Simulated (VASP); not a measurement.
BAs: relaxation of cell and atoms with PBEsol

Crystal: BAs.

```
B As
1.0
     0.00000    2.38394    2.38394
     2.38394    0.00000    2.38394
     2.38394    2.38394    0.00000
B As
1 1
Direct
  0.00000 0.00000 0.00000
  0.75000 0.75000 0.75000
```

```json
{
  "Program": "VASP 6.6.1",
  "Task": "relaxation of cell and atoms",
  "Functional": "PBEsol",
  "Potentials or basis": "VASP PAW PBE potentials, release 64 (B, As)",
  "Cutoff": "600 eV",
  "k mesh": "10 × 10 × 10",
  "Occupations": "gaussian, width 0.01 eV",
  "Spin": "no spin polarisation",
  "Target pressure": "30 GPa",
  "Dipole correction": "no",
  "Further INCAR settings": "ALGO = Normal; EDIFF = 1e-06; IBRION = 2; EDIFFG = -0.001; NSW = 80; ISIF = 3"
}
```

```yaml
Relaxed_volume: 11.67 Å³/atom
Relaxed_cell: a = 3.208 Å, b = 3.208 Å, c = 3.208 Å, α = 60.00°, β = 60.00°, γ = 60.00°
Space_group_after_relaxing_to_0.05_Å: F-43m (No. 216)
Energy_change_on_relaxing_the_enthalpy_is_what_falls: +160.9 meV/atom
Ionic_steps: 7
Pressure_after_relaxing: 30.0 GPa
Band_gap_on_the_k_mesh: 0.91 eV, indirect (least direct gap 3.46 eV)
```

Step by step:
| step | energy change (eV) | largest force (eV/Å) | pressure (GPa) | volume (Å³) |
| --- | --- | --- | --- | --- |
| 1 | 0.0000 | 0.0000 | 0.87 | 27.10 |
| 2 | 2.3183 | 0.0000 | 117.25 | 18.54 |
| 3 | 0.2806 | 0.0000 | 27.57 | 23.57 |
| 4 | 0.3136 | 0.0000 | 29.53 | 23.38 |
| 5 | 0.3268 | 0.0000 | 30.28 | 23.31 |
| 6 | 0.3154 | 0.0000 | 29.64 | 23.37 |
| 7 | 0.3218 | 0.0000 | 30.00 | 23.34 |

Final structure:
```
CELL_PARAMETERS angstrom
0.00000 2.26823 2.26823
2.26823 0.00000 2.26823
2.26823 2.26823 0.00000
ATOMIC_POSITIONS crystal
B 0.00000 0.00000 0.00000
As 0.75000 0.75000 0.75000
```

Levels at points of the mesh, in eV from the valence-band top:
| k point | band 1 | band 2 | band 3 | band 4 | band 5 | band 6 | band 7 | band 8 |
| --- | --- | --- | --- | --- | --- | --- | --- | --- |
| (0.00, 0.00, 0.00) | -16.95 | 0.00 | 0.00 | 0.00 | 3.46 | 3.46 | 3.46 | 6.71 |
| (0.50, 0.00, 0.00) | -13.46 | -10.06 | -2.11 | -2.11 | 3.63 | 4.89 | 4.89 | 8.94 |
| (0.50, 0.50, 0.00) | -11.91 | -9.46 | -4.79 | -4.79 | 1.12 | 1.16 | 12.88 | 12.88 |

It took 21 s on 1 thread of Intel(R) Xeon(R) 6975P-C (Granite Rapids), on a shared host, peak memory 0.17 GiB.

Caveat: the cell is relaxed towards a set pressure, so the enthalpy falls and the energy may rise; the PAW data sets were made with another functional, which shifts forces and pressure a little. A k mesh can miss the band edges.
